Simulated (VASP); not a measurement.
# Al (Fm-3m) in VASP: notebook

The runs below take Al through electric field gradients, with PBEsol.

Everything below comes from runs of VASP 6.6.1. Logs are shortened: lines on timing, memory, paths and dates and some standing lists are left out, and cuts for length are marked.

### Step 1. The cell of the first run

The structure is cubic, space group Fm-3m (No. 225). Conventional cell: a = 4.101 Å, b = 4.101 Å, c = 4.101 Å, α = 90.00°, β = 90.00°, γ = 90.00°. Al (site symmetry m-3m) has 12 Al at 2.90 Å within 3.8 Å.

### Step 2. Electric field gradients, PBEsol (volume scaled by 1.04)

File INCAR:

```
ALGO = Normal ; EDIFF = 1E-8
ENCUT = 520 ; GGA = PS
ISIF = 2 ; ISMEAR = -1
LASPH = T ; LCHARG = F
LEFG = T ; LREAL = F
LWAVE = F ; NBANDS = 8
NELM = 60 ; PREC = Accurate
SIGMA = 0.05
```

File KPOINTS:

```
k-points
0
Gamma
  14 14 14
```

File POSCAR:

```
Al
1.0
    0.0000000000      2.0506143701      2.0506143701
    2.0506143701      0.0000000000      2.0506143701
    2.0506143701      2.0506143701      0.0000000000
Al
1
Direct
    0.0000000000      0.0000000000      0.0000000000
```

Potentials or basis: VASP PAW PBE potentials, release 64 (Al).

Run with:

```sh
cat potpaw_PBE.64/Al/POTCAR > POTCAR
mpirun -np 1 vasp_std > vasp.out
```

OUTCAR:

```text
EDIFF = 1E-8
   ENCUT = 520
   GGA = PS
   ISIF = 2
   ISMEAR = -1
   LASPH = T
   LREAL = F
   NELM = 60
   PREC = Accurate

 ion  position               nearest neighbor table
   1  0.000  0.000  0.000-

  LATTYP: Found a face centered cubic cell.
 ALAT       =     4.1012287402

  Lattice vectors:

 A1 = (   0.0000000000,   2.0506143701,   2.0506143701)
 A2 = (   2.0506143701,   0.0000000000,   2.0506143701)
 A3 = (   2.0506143701,   2.0506143701,   0.0000000000)

Analysis of symmetry for initial positions (statically):
[... 5 lines left out ...]
 face centered cubic supercell.

 Subroutine GETGRP returns: Found 48 space group operations
 (whereof 48 operations were pure point group operations)
 out of a pool of 48 trial point group operations.

The static configuration has the point symmetry O_h .

Analysis of symmetry for dynamics (positions and initial velocities):
[... 5 lines left out ...]
 face centered cubic supercell.

 Subroutine GETGRP returns: Found 48 space group operations
 (whereof 48 operations were pure point group operations)
 out of a pool of 48 trial point group operations.

The dynamic configuration has the point symmetry O_h .

 Subroutine INISYM returns: Found 48 space group operations
 (whereof 48 operations are pure point group operations),
 and found     1 'primitive' translations

----------------------------------------------------------------------------------------

                                     Primitive cell

  volume of cell :      17.2457

  direct lattice vectors                    reciprocal lattice vectors
     0.000000000  2.050614370  2.050614370    -0.243829365  0.243829365  0.243829365
     2.050614370  0.000000000  2.050614370     0.243829365 -0.243829365  0.243829365
     2.050614370  2.050614370  0.000000000     0.243829365  0.243829365 -0.243829365

  length of vectors
     2.900006653  2.900006653  2.900006653     0.422324849  0.422324849  0.422324849

  position of ions in fractional coordinates (direct lattice)
     0.000000000  0.000000000  0.000000000

  ion indices of the primitive-cell ions
   primitive index   ion index
                 1           1

----------------------------------------------------------------------------------------

[... 98 lines left out ...]
   LEPSILON=     F    determine dielectric tensor
   LRPA    =     F    only Hartree local field effects (RPA)
 non-spin polarized calculation
  energy-cutoff  :      520.00
  volume of cell :       17.25
 maximum number of plane-waves:       483
 NGX is ok and might be reduce to    24
   NGX = 11   NGY = 11   NGZ = 11

 number of electron       3.0000000 magnetization

 Free energy of the ion-electron system (eV)
  ---------------------------------------------------
  ext. energy  EPLUGINS =         0.00000000
  ---------------------------------------------------
  free energy    TOTEN  =        -4.07001194 eV

  energy without entropy =       -4.06526942  energy(sigma->0) =       -4.06764068

 E-fermi :   7.4724     XC(G=0): -10.0972

 val. band max:        7.4081914285   @ k =  -0.2857   0.5000   0.2143
 cond. band min:       7.4948728207   @ k =  -0.3571   0.4286   0.2143
 fundamental gap:      0.0866813923
 Fermi energy:         7.4723809054

 k-point     1 :       0.0000    0.0000    0.0000
  band No.  band energies     occupation
      1      -3.3312      2.00000
      2      19.8516      0.00000
      3      19.8516      0.00000
      4      19.8516      0.00000
      5      21.0150      0.00000
      6      21.0150      0.00000
      7      21.0150      0.00000
      8      23.6623      0.00000
[... 243 lines left out ...]
 k-point    24 :       0.2857    0.1429    0.0000
  band No.  band energies     occupation
      1      -1.3689      2.00000
      2      11.6681      0.00000
      3      15.6510      0.00000
      4      17.2269      0.00000
      5      17.5246      0.00000
      6      21.2849      0.00000
      7      25.1405      0.00000
      8      25.6758      0.00000

 [... further k-points ...]
[... 5 lines left out ...]
  --------------------------------------------------------------------------------------
  -------------------------------------------------------------------------------------
  Total       -0.4993811     -0.4993811     -0.4993811      0.0000000      0.0000000      0.0000000
  in kB      -46.3938835    -46.3938835    -46.3938835      0.0000000      0.0000000      0.0000000
  external PRESSURE =     -46.3938835 kB  Pullay stress =       0.0000000 kB

 VOLUME and BASIS-vectors are now :
 -----------------------------------------------------------------------------
  energy-cutoff  :      520.00
  volume of cell :       17.25
      direct lattice vectors                 reciprocal lattice vectors
     0.000000000  2.050614370  2.050614370    -0.243829365  0.243829365  0.243829365
     2.050614370  0.000000000  2.050614370     0.243829365 -0.243829365  0.243829365
     2.050614370  2.050614370  0.000000000     0.243829365  0.243829365 -0.243829365

 POSITION                                       TOTAL-FORCE (eV/Angst)
 -----------------------------------------------------------------------------------
      0.00000      0.00000      0.00000         0.000000     -0.000000      0.000000
 -----------------------------------------------------------------------------------
    total drift:                               -0.000000      0.000000     -0.000000

  FREE ENERGIE OF THE ION-ELECTRON SYSTEM (eV)
  ---------------------------------------------------
  free  energy   TOTEN  =        -4.0700119411 eV

  energy  without entropy=       -4.0652694219  energy(sigma->0) =       -4.06764068

 Electric field gradients (V/A^2)
---------------------------------------------------------------------
 ion       V_xx      V_yy      V_zz      V_xy      V_xz      V_yz
---------------------------------------------------------------------
   1      -0.000     0.000    -0.000     0.000     0.000     0.000
---------------------------------------------------------------------

 Electric field gradients after diagonalization (V/A^2)
 (convention: |V_zz| > |V_xx| > |V_yy|)
----------------------------------------------------------------------
 ion       V_xx      V_yy      V_zz     asymmetry (V_yy - V_xx)/ V_zz
----------------------------------------------------------------------
   1      -0.000    -0.000     0.000       0.000
----------------------------------------------------------------------

           NMR quadrupolar parameters

 Cq : quadrupolar parameter    Cq=e*Q*V_zz/h
 eta: asymmetry parameters     (V_yy - V_xx)/ V_zz
 Q  : nuclear electric quadrupole moment in mb (millibarn)
----------------------------------------------------------------------
 ion       Cq(MHz)       eta       Q (mb)
----------------------------------------------------------------------
   1       0.000       0.000       1.000
----------------------------------------------------------------------
```

It took 33 s on 1 thread of AMD EPYC 7R13, shared host; peak memory 0.11 GiB.

Results:

```yaml
Free_energy: -4.0700 eV
Pressure: -4.6 GPa
```

Caveat: without QUAD_EFG the Cq values of the log hold for a quadrupole moment of 1 mb, not for the nuclei; the PAW data sets were made with another functional, which shifts forces and pressure a little.

### Step 3. Electric field gradients, PBEsol (volume scaled by 1.02)

File INCAR:

```
SYSTEM = Al
ALGO = Normal
EDIFF = 1E-8
ENCUT = 520
GGA = PS
ISIF = 2
ISMEAR = -1
LASPH = .True.
LCHARG = .False.
LEFG = .True.
LREAL = .False.
LWAVE = .False.
NBANDS = 8
NELM = 80
PREC = Accurate
SIGMA = 0.05
```

File KPOINTS:

```
k-points
0
Gamma
  14 14 14
  0 0 0
```

File POSCAR:

```
Al
1.0
    0.0000000000      2.0373842317      2.0373842317
    2.0373842317      0.0000000000      2.0373842317
    2.0373842317      2.0373842317      0.0000000000
Al
1
Direct
    0.0000000000      0.0000000000      0.0000000000
```

Potentials or basis: VASP PAW PBE potentials, release 64 (Al).

Run with:

```sh
cat potpaw_PBE.64/Al/POTCAR > POTCAR
mpirun -np 1 vasp_std > vasp.out
```

OUTCAR:

```text
SYSTEM = Al
   EDIFF = 1E-8
   ENCUT = 520
   GGA = PS
   ISIF = 2
   ISMEAR = -1
   LASPH = .True.
   LREAL = .False.
   NELM = 80
   PREC = Accurate

 ion  position               nearest neighbor table
   1  0.000  0.000  0.000-

  LATTYP: Found a face centered cubic cell.
 ALAT       =     4.0747684634

  Lattice vectors:

 A1 = (   0.0000000000,   2.0373842317,   2.0373842317)
 A2 = (   2.0373842317,   0.0000000000,   2.0373842317)
 A3 = (   2.0373842317,   2.0373842317,   0.0000000000)

Analysis of symmetry for initial positions (statically):
[... 5 lines left out ...]
 face centered cubic supercell.

 Subroutine GETGRP returns: Found 48 space group operations
 (whereof 48 operations were pure point group operations)
 out of a pool of 48 trial point group operations.

The static configuration has the point symmetry O_h .

Analysis of symmetry for dynamics (positions and initial velocities):
[... 438 lines left out ...]
  external PRESSURE =     -34.3123305 kB  Pullay stress =       0.0000000 kB

 VOLUME and BASIS-vectors are now :
 -----------------------------------------------------------------------------
  energy-cutoff  :      520.00
  volume of cell :       16.91
      direct lattice vectors                 reciprocal lattice vectors
     0.000000000  2.037384232  2.037384232    -0.245412717  0.245412717  0.245412717
     2.037384232  0.000000000  2.037384232     0.245412717 -0.245412717  0.245412717
     2.037384232  2.037384232  0.000000000     0.245412717  0.245412717 -0.245412717

 POSITION                                       TOTAL-FORCE (eV/Angst)
 -----------------------------------------------------------------------------------
      0.00000      0.00000      0.00000         0.000000      0.000000      0.000000
 -----------------------------------------------------------------------------------
    total drift:                               -0.000000      0.000000     -0.000000

  FREE ENERGIE OF THE ION-ELECTRON SYSTEM (eV)
  ---------------------------------------------------
  free  energy   TOTEN  =        -4.0783786131 eV

  energy  without entropy=       -4.0739422026  energy(sigma->0) =       -4.07616041

 Electric field gradients (V/A^2)
---------------------------------------------------------------------
 ion       V_xx      V_yy      V_zz      V_xy      V_xz      V_yz
---------------------------------------------------------------------
   1      -0.000     0.000     0.000     0.000     0.000     0.000
---------------------------------------------------------------------

 Electric field gradients after diagonalization (V/A^2)
 (convention: |V_zz| > |V_xx| > |V_yy|)
----------------------------------------------------------------------
 ion       V_xx      V_yy      V_zz     asymmetry (V_yy - V_xx)/ V_zz
----------------------------------------------------------------------
   1      -0.000    -0.000     0.000       0.000
----------------------------------------------------------------------

           NMR quadrupolar parameters

 Cq : quadrupolar parameter    Cq=e*Q*V_zz/h
 eta: asymmetry parameters     (V_yy - V_xx)/ V_zz
 Q  : nuclear electric quadrupole moment in mb (millibarn)
----------------------------------------------------------------------
 ion       Cq(MHz)       eta       Q (mb)
----------------------------------------------------------------------
   1       0.000       0.000       1.000
----------------------------------------------------------------------
```

stdout:

```text
POSCAR found type information on POSCAR Al
 POSCAR found :  1 types and       1 ions
 scaLAPACK will be used
 -----------------------------------------------------------------------------
|                                                                             |
|                                                                             |
|     You enforced a specific xc type in the INCAR file but a different       |
|     I HOPE YOU KNOW WHAT YOU ARE DOING!                                     |
|                                                                             |
 -----------------------------------------------------------------------------

 LDA part: xc-table for (Slater+PW92), standard interpolation
 POSCAR, INCAR and KPOINTS ok, starting setup
 FFT: planning ... GRIDC
 FFT: planning ... GRID_SOFT
 FFT: planning ... GRID
 WAVECAR not read
 entering main loop
ion   1
```

It took 34 s on 1 thread of AMD EPYC 7R13, shared host; peak memory 0.11 GiB.

Results:

```
Free energy : -4.0784 eV
Pressure    : -3.4 GPa
```

Caveat: without QUAD_EFG the Cq values of the log hold for a quadrupole moment of 1 mb, not for the nuclei; the PAW data sets were made with another functional, which shifts forces and pressure a little.

### Step 4. Electric field gradients, PBEsol (volume scaled by 1.02)

File INCAR:

```
PREC = Accurate
ENCUT = 520
EDIFF = 1E-8
ISMEAR = -1
SIGMA = 0.05
LREAL = False
LASPH = True
NELM = 80
ALGO = Normal
ISIF = 2
LWAVE = False
LCHARG = False
GGA = PS
LEFG = True
NBANDS = 8
```

File KPOINTS:

```
regular mesh
0
Gamma
  14 14 14
```

POSCAR is that of step 3.

Potentials or basis: VASP PAW PBE potentials, release 64 (Al).

Run with:

```sh
cat potpaw_PBE.64/Al/POTCAR > POTCAR
mpirun -np 1 vasp_std > vasp.out
```

OUTCAR:

```text
PREC = Accurate
   ENCUT = 520
   EDIFF = 1E-8
   ISMEAR = -1
   LREAL = False
   LASPH = True
   NELM = 80
   ISIF = 2
   GGA = PS

 ion  position               nearest neighbor table
   1  0.000  0.000  0.000-

  LATTYP: Found a face centered cubic cell.
 ALAT       =     4.0747684634

  Lattice vectors:

 A1 = (   0.0000000000,   2.0373842317,   2.0373842317)
 A2 = (   2.0373842317,   0.0000000000,   2.0373842317)
 A3 = (   2.0373842317,   2.0373842317,   0.0000000000)

Analysis of symmetry for initial positions (statically):
[... 5 lines left out ...]
 face centered cubic supercell.

 Subroutine GETGRP returns: Found 48 space group operations
 (whereof 48 operations were pure point group operations)
 out of a pool of 48 trial point group operations.

[... 440 lines left out ...]
  in kB      -34.3123305    -34.3123305    -34.3123305      0.0000000      0.0000000      0.0000000
  external PRESSURE =     -34.3123305 kB  Pullay stress =       0.0000000 kB

 VOLUME and BASIS-vectors are now :
 -----------------------------------------------------------------------------
  energy-cutoff  :      520.00
  volume of cell :       16.91
      direct lattice vectors                 reciprocal lattice vectors
     0.000000000  2.037384232  2.037384232    -0.245412717  0.245412717  0.245412717
     2.037384232  0.000000000  2.037384232     0.245412717 -0.245412717  0.245412717
     2.037384232  2.037384232  0.000000000     0.245412717  0.245412717 -0.245412717

 POSITION                                       TOTAL-FORCE (eV/Angst)
 -----------------------------------------------------------------------------------
      0.00000      0.00000      0.00000         0.000000      0.000000      0.000000
 -----------------------------------------------------------------------------------
    total drift:                               -0.000000      0.000000     -0.000000

  FREE ENERGIE OF THE ION-ELECTRON SYSTEM (eV)
  ---------------------------------------------------
  free  energy   TOTEN  =        -4.0783786131 eV

  energy  without entropy=       -4.0739422026  energy(sigma->0) =       -4.07616041

 Electric field gradients (V/A^2)
---------------------------------------------------------------------
 ion       V_xx      V_yy      V_zz      V_xy      V_xz      V_yz
---------------------------------------------------------------------
   1      -0.000     0.000     0.000     0.000     0.000     0.000
---------------------------------------------------------------------

 Electric field gradients after diagonalization (V/A^2)
 (convention: |V_zz| > |V_xx| > |V_yy|)
----------------------------------------------------------------------
 ion       V_xx      V_yy      V_zz     asymmetry (V_yy - V_xx)/ V_zz
----------------------------------------------------------------------
   1      -0.000    -0.000     0.000       0.000
----------------------------------------------------------------------

           NMR quadrupolar parameters

 Cq : quadrupolar parameter    Cq=e*Q*V_zz/h
 eta: asymmetry parameters     (V_yy - V_xx)/ V_zz
 Q  : nuclear electric quadrupole moment in mb (millibarn)
----------------------------------------------------------------------
 ion       Cq(MHz)       eta       Q (mb)
----------------------------------------------------------------------
   1       0.000       0.000       1.000
----------------------------------------------------------------------
```

OSZICAR:

```text
N       E                     dE             d eps       ncg     rms          rms(c)
DAV:   1    -0.284910378354E+01   -0.28491E+01   -0.80355E+02  1664   0.198E+02
DAV:   2    -0.410061771194E+01   -0.12515E+01   -0.11870E+01  2344   0.179E+01
DAV:   3    -0.410688199646E+01   -0.62643E-02   -0.62618E-02  2208   0.138E+00
DAV:   4    -0.410689712788E+01   -0.15131E-04   -0.15131E-04  2544   0.599E-02
DAV:   5    -0.410689718135E+01   -0.53471E-07   -0.53243E-07  2176   0.195E-03    0.135E+00
DAV:   6    -0.408986021746E+01    0.17037E-01   -0.24400E-03  2160   0.204E-01    0.771E-01
DAV:   7    -0.407839540637E+01    0.11465E-01   -0.66124E-03  2176   0.326E-01    0.161E-01
DAV:   8    -0.407837968718E+01    0.15719E-04   -0.20060E-05  2472   0.310E-02    0.535E-03
DAV:   9    -0.407837892812E+01    0.75906E-06   -0.41456E-07  2296   0.279E-03    0.862E-04
DAV:  10    -0.407837861317E+01    0.31495E-06   -0.53218E-09  2432   0.437E-04    0.194E-04
DAV:  11    -0.407837861315E+01    0.23263E-10   -0.46420E-11  1656   0.446E-05
   1 F= -.40783786E+01 E0= -.40761604E+01  d E =-.443641E-02
```

stdout:

```text
POSCAR found type information on POSCAR Al
 POSCAR found :  1 types and       1 ions
 scaLAPACK will be used
 -----------------------------------------------------------------------------
|                                                                             |
|                                                                             |
|     You enforced a specific xc type in the INCAR file but a different       |
|     I HOPE YOU KNOW WHAT YOU ARE DOING!                                     |
|                                                                             |
 -----------------------------------------------------------------------------

 LDA part: xc-table for (Slater+PW92), standard interpolation
 POSCAR, INCAR and KPOINTS ok, starting setup
 FFT: planning ... GRIDC
 FFT: planning ... GRID_SOFT
 FFT: planning ... GRID
 WAVECAR not read
 entering main loop
ion   1
```

Wall time 32 s (1 thread of AMD EPYC 7R13, shared host); peak memory 0.11 GiB.

What came out:

```yaml
Free_energy: -4.0784 eV
Pressure: -3.4 GPa
```

Caveat: without QUAD_EFG the Cq values of the log hold for a quadrupole moment of 1 mb, not for the nuclei; the PAW data sets were made with another functional, which shifts forces and pressure a little.

(Part 1 of 2 ends here.)
